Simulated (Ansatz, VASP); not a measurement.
## Two plane-wave programs on SnSe

```
CELL_PARAMETERS angstrom
5.11306 0.00000 0.00000
-2.55653 4.42804 0.00000
0.00000 0.00000 6.14576
ATOMIC_POSITIONS crystal
Sn 0.33333 0.66667 0.95415
Sn 0.66667 0.33333 0.45415
Se 0.33333 0.66667 0.42185
Se 0.66667 0.33333 0.92185
```

Alike in both runs: functional PBE; k mesh 9 × 9 × 5; occupations fermi-dirac, width 0.08 eV; no spin polarisation.

Ansatz relaxed the structure, and its values are those at the end. VASP's run is a single point on that final structure, the one shown.

```csv
,VASP,Ansatz
version,VASP 6.6.1,Ansatz 0.2.0
potentials or method,"VASP PAW PBE potentials, release 64 (Sn_d, Se)","PAW with Ansatz's default frozen-core files, scalar-relativistic"
plane-wave cutoff (eV),520,420
valence electrons in the cell,40,60
```

Ansatz gave:

- pressure (GPa): 0.0
- rms of the force components (eV/Å): 0.000

Estimate VASP's values.

pressure (GPa): 0.0; rms of the force components (eV/Å): 0.003.

The functional is the same, so the differences come from potentials, cutoffs and numerics. VASP's potentials hold 40 valence electrons a cell and Ansatz's 60, so a difference there can come from the potentials and not from the codes.
